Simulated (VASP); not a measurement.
Runs of VASP 6.6.1 on Rh. The structure is that of space group Fm-3m (No. 225), or close to it. The cells are those of the table. 

| task | spin | cell | k mesh | cutoff (eV) | smearing | gap on the mesh (eV) | pressure (GPa) | moment (μB) |
| --- | --- | --- | --- | --- | --- | --- | --- | --- |
| single point | collinear, ferromagnetic start | a = 2.757 Å, angles 60.0°, 1 atom | 14 × 14 × 14 | 520 | fermi-dirac 0.05 eV | none | 0.5 | 0.00 |
| single point | off | a = 2.722 Å, angles 60.0°, 1 atom | 23 × 23 × 23 | 520 | fermi-dirac 0.1 eV | none | 10.2 | - |
| single point | off | a = 2.759 Å, angles 60.0°, 1 atom | 23 × 23 × 23 | 520 | fermi-dirac 0.1 eV | none | 0.5 | - |
| single point | off | a = 2.831 Å, angles 60.0°, 1 atom | 23 × 23 × 23 | 520 | fermi-dirac 0.1 eV | none | (a) | - |
| relaxation of cell and atoms | collinear, ferromagnetic start | relaxed from a = 2.689 Å, angles 60.0°, 1 atom | 14 × 14 × 14 | 600 | fermi-dirac 0.05 eV | none | 0.1 | 0.00 |

Alike in all rows: level BLYP; potentials or basis VASP PAW PBE potentials, release 64 (Rh_pv).

Problem. Estimate the missing entries.

Solution. (a) -12.9.

Caveats: the PAW data sets were made with another functional, which shifts forces and pressure a little.

A k mesh can miss the band edges, and the runs leave out spin-orbit coupling on Rh.

A gap of «none» marks levels without a gap at the run's occupations.
